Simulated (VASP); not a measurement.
A run of VASP 6.6.1 is set up as follows.

File INCAR:

```
  ALGO = Normal
  EDIFF = 1E-6
  ENCUT = 520
  GGA = PS
  ISIF = 2
  ISMEAR = -1
  ISPIN = 2
  LASPH = True
  LCHARG = True
  LELF = True
  LMAXMIX = 4
  LORBIT = 11
  LREAL = False
  LVHAR = True
  LWAVE = False
  MAGMOM = 2 0
  NBANDS = 18
  NELM = 150
  PREC = Accurate
  SIGMA = 0.05
```

Contents of KPOINTS:

```
k-points
0
Gamma
  11 11 11
```

The input POSCAR:

```
CoO
1.0
    0.0000000000      2.0423416690      2.0423416690
    2.0423416690      0.0000000000      2.0423416690
    2.0423416690      2.0423416690      0.0000000000
Co O
1 1
Direct
    0.0000000000      0.0000000000      0.0000000000
    0.5000000000      0.5000000000      0.5000000000
```

Potentials or basis: VASP PAW PBE potentials, release 64 (Co, O).

The run is started by

```bash
$ cat potpaw_PBE.64/Co/POTCAR potpaw_PBE.64/O/POTCAR > POTCAR
$ mpirun -np 1 vasp_std > vasp.out
```

**Question.** What does it give for the site moments?

**Answer.** Co +2.10; O +0.19 μB.

**Question.** Estimate the net moment.

**Answer.** 2.32 μB per cell.

**Question.** What does it give for the pressure?

**Answer.** 9.4 GPa.

Caveat: the PAW data sets were made with another functional, which shifts forces and pressure a little; a cell with one magnetic atom can't hold antiferromagnetic order, which such compounds often take.
